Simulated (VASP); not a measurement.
# F (C2/c) in VASP: single point with r2SCAN

Aim: the single point of F with r2SCAN.

All numbers are computed with VASP 6.6.1; they aren't measurements. Logs are shortened: lines on timing, memory, paths and dates and some standing lists are left out, and cuts for length are marked.

### 1 The cell of the first run

It takes space group C2/c (No. 15, monoclinic). Conventional cell: a = 5.178 Å, b = 3.290 Å, c = 6.654 Å, α = 90.00°, β = 92.79°, γ = 90.00°. Within 1.9 Å of F (site symmetry 1) lie 1 F at 1.40 Å.

### 2 Single point, r2SCAN

The input, POSCAR:

```
F
1.0
    2.5797305525     -1.6451722988      0.2165707086
    2.5797305525      1.6451722988      0.2165707086
   -0.8792590723      0.0000000000      6.5960502046
F
4
Direct
    0.9108173841      0.5902428882      0.0955370349
    0.4097571118      0.0891826159      0.4044629651
    0.0891826159      0.4097571118      0.9044629651
    0.5902428882      0.9108173841      0.5955370349
```

The input, INCAR.step1:

```
PREC = Accurate
ENCUT = 520
ISMEAR = 0
SIGMA = 0.1
LREAL = F
LASPH = T
NELM = 100
NBANDS = 22
GGA = PE
ALGO = Normal
EDIFF = 1E-4
LWAVE = T
LCHARG = F
```

The input, INCAR.step2:

```
PREC = Accurate
ENCUT = 520
EDIFF = 1E-7
ISMEAR = 0
SIGMA = 0.1
LREAL = F
LASPH = T
NELM = 100
ALGO = Normal
ISIF = 2
LWAVE = F
LCHARG = T
METAGGA = R2SCAN
LMIXTAU = T
LELF = T
LVHAR = T
NBANDS = 22
ISTART = 1
```

The input, KPOINTS:

```
regular mesh
0
Gamma
  8 8 4
```

Potentials or basis: VASP PAW PBE potentials, release 64 (F).

Command:

```console
$ cat potpaw_PBE.64/F/POTCAR > POTCAR
$ cp INCAR.step1 INCAR
$ mpirun -np 1 vasp_std > vasp.out
$ cp INCAR.step2 INCAR
$ mpirun -np 1 vasp_std > vasp.out
```

OUTCAR:

```text
PREC = Accurate
   ENCUT = 520
   EDIFF = 1E-7
   ISMEAR = 0
   LREAL = F
   LASPH = T
   NELM = 100
   ISIF = 2
   METAGGA = R2SCAN
   ISTART = 1

 ion  position               nearest neighbor table
   1  0.911  0.590  0.096-   3 1.40
   2  0.410  0.089  0.404-   4 1.40
   3  0.089  0.410  0.904-   1 1.40
   4  0.590  0.911  0.596-   2 1.40

  LATTYP: Found a base centered monoclinic cell.
 ALAT       =     5.1776104895
 B/A-ratio  =     0.6354948106
 C/A-ratio  =     1.2852251369
 COS(beta)  =    -0.0487457763

  Lattice vectors:

 A1 = (   2.5797305525,  -1.6451722988,   0.2165707086)
 A2 = (   2.5797305525,   1.6451722988,   0.2165707086)
 A3 = (  -0.8792590723,   0.0000000000,   6.5960502046)

Analysis of symmetry for initial positions (statically):
=====================================================================
 Subroutine PRICEL returns:
 Original cell was already a primitive cell.

 Routine SETGRP: Setting up the symmetry group for a
 base centered monoclinic supercell.

 Subroutine GETGRP returns: Found  4 space group operations
 (whereof  2 operations were pure point group operations)
 out of a pool of  4 trial point group operations.

The static configuration has the point symmetry S_2 .
 The point group associated with its full space group is C_2h.

Analysis of symmetry for dynamics (positions and initial velocities):
=====================================================================
 Subroutine PRICEL returns:
 Original cell was already a primitive cell.

 Routine SETGRP: Setting up the symmetry group for a
 base centered monoclinic supercell.

 Subroutine GETGRP returns: Found  4 space group operations
 (whereof  2 operations were pure point group operations)
 out of a pool of  4 trial point group operations.

The dynamic configuration has the point symmetry S_2 .
 The point group associated with its full space group is C_2h.

 Subroutine INISYM returns: Found  4 space group operations
 (whereof  2 operations are pure point group operations),
 and found     1 'primitive' translations

----------------------------------------------------------------------------------------

                                     Primitive cell

  volume of cell :      56.6152

  direct lattice vectors                    reciprocal lattice vectors
     2.579730553 -1.645172299  0.216570709     0.191673723 -0.303919535  0.025550269
     2.579730553  1.645172299  0.216570709     0.191673723  0.303919535  0.025550269
    -0.879259072  0.000000000  6.596050205    -0.012586597  0.000000000  0.149928077

  length of vectors
     3.067328559  3.067328559  6.654395150     0.360220372  0.360220372  0.150455477

  position of ions in fractional coordinates (direct lattice)
     0.910817384  0.590242888  0.095537035
     0.409757112  0.089182616  0.404462965
     0.089182616  0.409757112  0.904462965
     0.590242888  0.910817384  0.595537035

  ion indices of the primitive-cell ions
   primitive index   ion index
                 1           1
                 2           2
                 3           3
                 4           4

----------------------------------------------------------------------------------------

 KPOINTS: regular mesh

Automatic generation of k-mesh.
 Grid dimensions read from file:
 generate k-points for:    8    8    4

 Generating k-lattice:

  Cartesian coordinates                     Fractional coordinates (reciprocal lattice)
     0.023959215 -0.037989942  0.003193784     0.125000000  0.000000000  0.000000000
     0.023959215  0.037989942  0.003193784     0.000000000  0.125000000  0.000000000
    -0.003146649  0.000000000  0.037482019     0.000000000  0.000000000  0.250000000

  Length of vectors
     0.045027546  0.045027546  0.037613869

  Shift w.r.t. Gamma in fractional coordinates (k-lattice)
     0.000000000  0.000000000  0.000000000

 Subroutine IBZKPT returns following result:
 ===========================================

 Found     78 irreducible k-points:

 Following reciprocal coordinates:
            Coordinates               Weight
  0.000000  0.000000  0.000000      1.000000
  0.125000  0.000000 -0.000000      4.000000
  0.250000  0.000000 -0.000000      4.000000
  0.375000 -0.000000  0.000000      4.000000
  0.500000  0.000000 -0.000000      2.000000
  0.125000  0.125000 -0.000000      2.000000
[... 16 lines left out ...]
  0.125000  0.000000  0.250000      4.000000
  0.250000  0.000000  0.250000      4.000000
 [... further k-points ...]
   k-points           NKPTS =     78   k-points in BZ     NKDIM =     78   number of bands    NBANDS=     22
   number of dos      NEDOS =    301   number of ions     NIONS =      4
   total plane-waves  NPLWV =  28800
   dimension x,y,z NGX =    24 NGY =   24 NGZ =   50
   dimension x,y,z NGXF=    48 NGYF=   48 NGZF=  100
   ions per type =               4
   NGX,Y,Z   is equivalent  to a cutoff of  13.01, 13.01, 12.49 a.u.
   NGXF,Y,Z  is equivalent  to a cutoff of  26.02, 26.02, 24.98 a.u.
 SYSTEM =  unknown system
   PREC   = accura    normal or accurate (medium, high low for compatibility)
   ISTART =      1    job   : 0-new  1-cont  2-samecut
   ICHARG =      0    charge: 1-file 2-atom 10-const
   ISPIN  =      1    spin polarized calculation?
   LNONCOLLINEAR =      F non collinear calculations
   LSORBIT =      F    spin-orbit coupling
   LASPH  =      T    aspherical Exc in radial PAW
   ENCUT  =  520.0 eV  38.22 Ry    6.18 a.u.   5.70  5.70 12.37*2*pi/ulx,y,z
   NELM   =    100;   NELMIN=  2; NELMDL=  0     # of ELM steps
   EDIFF  = 0.1E-06   stopping-criterion for ELM
   LREAL  =      F    real-space projection
   EDIFFG = 0.1E-05   stopping-criterion for IOM
   NSW    =      0    number of steps for IOM
   IBRION =     -1    ionic relax: 0-MD 1-quasi-New 2-CG
   NFREE  =      0    steps in history (QN), initial steepest desc. (CG)
   ISIF   =      2    stress and relaxation
   ISYM   =      2    0-nonsym 1-usesym 2-fastsym
   POTIM  = 0.5000    time-step for ionic-motion
   TEBEG  =    0.0;   TEEND  =   0.0 temperature during run
   PSTRESS=    0.0 pullay stress
   NELECT =      28.0000    total number of electrons
   NUPDOWN=      -1.0000    fix difference up-down
   EMIN   =  10.00;   EMAX   =-10.00  energy-range for DOS
   EFERMI =   0.00;   METHOD = LEGACY
   ISMEAR =     0;   SIGMA  =   0.10  broadening in eV -4-tet -1-fermi 0-gaus
   EFERMI_NEDOS =   21; number of points for ismear=-14 and -15
   IALGO  =     38    algorithm
   IMIX   =      4    mixing-type and parameters
     AMIX     =   0.40;   BMIX     =  1.00
     AMIX_MAG =   1.60;   BMIX_MAG =  1.00
  volume/ion in A,a.u.               =      14.15        95.51
  Fermi-wavevector in a.u.,A,eV,Ry     =   1.294643  2.446520 22.804721  1.676100
  Thomas-Fermi vector in A             =   2.426213
   LORBIT       =      0    0 simple, 1 ext, 2 COOP (PROOUT), +10 PAW based schemes
   METAGGA = R2SCAN    functional components
   LHFCALC =     F    Hartree Fock is set to
   AEXX    =    0.0000 exact exchange contribution
   IVDW    =     0    specifies the selected vdW correction
   LEPSILON=     F    determine dielectric tensor
   LRPA    =     F    only Hartree local field effects (RPA)
 non-spin polarized calculation
 Gauss-broadening in eV      SIGMA  =   0.10
  energy-cutoff  :      520.00
  volume of cell :       56.62
 maximum number of plane-waves:      1540
   NGX = 11   NGY = 11   NGZ = 25

 number of electron      28.0000020 magnetization

 Free energy of the ion-electron system (eV)
  ---------------------------------------------------
  ext. energy  EPLUGINS =         0.00000000
  ---------------------------------------------------
  free energy    TOTEN  =       -12.46567062 eV

  energy without entropy =      -12.46567062  energy(sigma->0) =      -12.46567062

 E-fermi :  -4.7858     XC(G=0):  -8.5089

 val. band max:       -5.2633356371   @ k =   0.0000   0.0000   0.0000
 cond. band min:      -1.4916726591   @ k =   0.0000   0.0000   0.0000
 fundamental gap:      3.7716629780
 Fermi energy:        -4.7857666812

 k-point     1 :       0.0000    0.0000    0.0000
  band No.  band energies     occupation
      1     -31.5848      2.00000
      2     -31.4290      2.00000
      3     -24.9937      2.00000
      4     -24.5529      2.00000
      5     -11.8566      2.00000
      6     -10.9182      2.00000
[... 14 lines left out ...]
     21      16.9021      0.00000
     22      18.1747      0.00000

 k-point     2 :       0.1250    0.0000   -0.0000
  band No.  band energies     occupation
      1     -31.5608      2.00000
      2     -31.4166      2.00000
      3     -24.9721      2.00000
      4     -24.5653      2.00000
      5     -11.8333      2.00000
      6     -10.9539      2.00000
[... 14 lines left out ...]
     21      16.2713      0.00000
     22      17.0798      0.00000

 k-point     3 :       0.2500    0.0000   -0.0000
  band No.  band energies     occupation
      1     -31.4998      2.00000
      2     -31.3887      2.00000
      3     -24.9133      2.00000
      4     -24.6028      2.00000
      5     -11.7614      2.00000
      6     -11.0617      2.00000
[... 14 lines left out ...]
     21      15.3839      0.00000
     22      15.9891      0.00000

 k-point     4 :       0.3750   -0.0000    0.0000
  band No.  band energies     occupation
      1     -31.4295      2.00000
      2     -31.3687      2.00000
      3     -24.8318      2.00000
      4     -24.6640      2.00000
      5     -11.6342      2.00000
      6     -11.2381      2.00000
[... 14 lines left out ...]
     21      13.8471      0.00000
     22      14.1749      0.00000

 k-point     5 :       0.5000    0.0000   -0.0000
  band No.  band energies     occupation
      1     -31.3834      2.00000
      2     -31.3777      2.00000
      3     -24.7502      2.00000
      4     -24.7375      2.00000
      5     -11.4572      2.00000
      6     -11.4411      2.00000
[... 417 lines left out ...]
 k-point    22 :      -0.0000   -0.0000    0.2500
  band No.  band energies     occupation
      1     -31.5628      2.00000
      2     -31.4527      2.00000
      3     -24.9296      2.00000
      4     -24.6182      2.00000
      5     -11.7320      2.00000
      6     -11.0735      2.00000
[... 14 lines left out ...]
     21      18.2830      0.00000
     22      18.6280      0.00000

 k-point    23 :       0.1250    0.0000    0.2500
  band No.  band energies     occupation
      1     -31.5395      2.00000
      2     -31.4393      2.00000
      3     -24.9113      2.00000
      4     -24.6273      2.00000
      5     -11.7125      2.00000
      6     -11.0981      2.00000
[... 14 lines left out ...]
     21      16.4167      0.00000
     22      17.5824      0.00000

 k-point    24 :       0.2500    0.0000    0.2500
  band No.  band energies     occupation
      1     -31.4826      2.00000
      2     -31.4068      2.00000
      3     -24.8652      2.00000
      4     -24.6518      2.00000
      5     -11.6555      2.00000
      6     -11.1663      2.00000
[... 14 lines left out ...]
     21      14.3381      0.00000
     22      15.3851      0.00000

 [... further k-points ...]
[... 5 lines left out ...]
  --------------------------------------------------------------------------------------
  -------------------------------------------------------------------------------------
  Total       -0.2318618      0.0373717      0.9882053      0.0000000      0.0000000     -0.1336834
  in kB       -6.5615591      1.0575983     27.9656553      0.0000000      0.0000000     -3.7831664
  external PRESSURE =       7.4872315 kB  Pullay stress =       0.0000000 kB

 VOLUME and BASIS-vectors are now :
 -----------------------------------------------------------------------------
  energy-cutoff  :      520.00
  volume of cell :       56.62
      direct lattice vectors                 reciprocal lattice vectors
     2.579730553 -1.645172299  0.216570709     0.191673723 -0.303919535  0.025550269
     2.579730553  1.645172299  0.216570709     0.191673723  0.303919535  0.025550269
    -0.879259072  0.000000000  6.596050205    -0.012586597  0.000000000  0.149928077

 POSITION                                       TOTAL-FORCE (eV/Angst)
 -----------------------------------------------------------------------------------
      3.78833     -0.52740      0.95525        -0.051688      0.220937      0.468413
      0.93150     -0.52740      2.77591         0.051688      0.220937     -0.468413
      0.49187      0.52740      6.07394         0.051688     -0.220937     -0.468413
      3.34870      0.52740      4.25328        -0.051688     -0.220937      0.468413
 -----------------------------------------------------------------------------------
    total drift:                                0.000000      0.000000      0.000000

  FREE ENERGIE OF THE ION-ELECTRON SYSTEM (eV)
  ---------------------------------------------------
  free  energy   TOTEN  =       -12.4656706247 eV

  energy  without entropy=      -12.4656706247  energy(sigma->0) =      -12.46567062
```

Wall time 7 min (1 thread of AMD EPYC 9755, shared host); peak memory 0.17 GiB.

What came out:

```
Free energy            : -12.4657 eV
Pressure               : 0.7 GPa
Largest force          : 0.520 eV/Å
Band gap on the k mesh : 3.77 eV, direct
```

Forces on the atoms (eV/Å):
```
F   -0.052  0.221  0.468
F    0.052  0.221 -0.468
F    0.052 -0.221 -0.468
F   -0.052 -0.221  0.468
```

Levels at points of the mesh, in eV from the valence-band top:
```
           k point  band 12  band 13  band 14  band 15  band 16  band 17
(0.00, 0.00, 0.00)    -0.15    -0.06     0.00     3.77     4.85    10.60
(0.50, 0.00, 0.00)    -0.45    -0.13    -0.09     4.42     4.43    15.37
(0.50, 0.50, 0.00)    -0.57    -0.23    -0.16     4.08     4.76    15.51
(0.00, 0.00, 0.50)    -0.32    -0.03    -0.03     4.29     4.29    11.55
(0.50, 0.00, 0.50)    -0.39    -0.09    -0.05     4.38     4.40    15.74
(0.50, 0.50, 0.50)    -0.50    -0.39    -0.39     4.42     4.42    15.98
```

Caveat: the PAW data sets were made with another functional, which shifts forces and pressure a little. A k mesh can miss the band edges.
